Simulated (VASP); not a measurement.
The system is AlAs.

```
CELL_PARAMETERS angstrom
0.00000 2.72537 2.72537
2.72537 0.00000 2.72537
2.72537 2.72537 0.00000
ATOMIC_POSITIONS crystal
Al 0.00000 0.00000 0.00000
As 0.25000 0.25000 0.25000
```

This cell differs from its parent crystal: strain -4.0%.

Base run:

- Program: VASP 6.6.1
- Functional: PBE
- Potentials or basis: VASP PAW PBE potentials, release 64 (Al, As)
- Cutoff: 500 eV
- k mesh: 8 × 8 × 8
- Occupations: fermi-dirac, width 0.02 eV
- Spin: no spin polarisation

Its results: band gap on the k mesh 1.21 eV, indirect (least direct gap 2.99 eV); pressure 14.1 GPa.

Problem. The run is repeated on the same cell with these changes: k mesh from 8 × 8 × 8 to 4 × 4 × 4; occupations from fermi-dirac, width 0.02 eV to gaussian, width 0.01 eV. What comes out?

Solution. Band gap on the k mesh 1.19 eV, indirect (least direct gap 2.99 eV); pressure 14.6 GPa.

Caveats: some runs use coarse meshes.

A k mesh can miss the band edges.
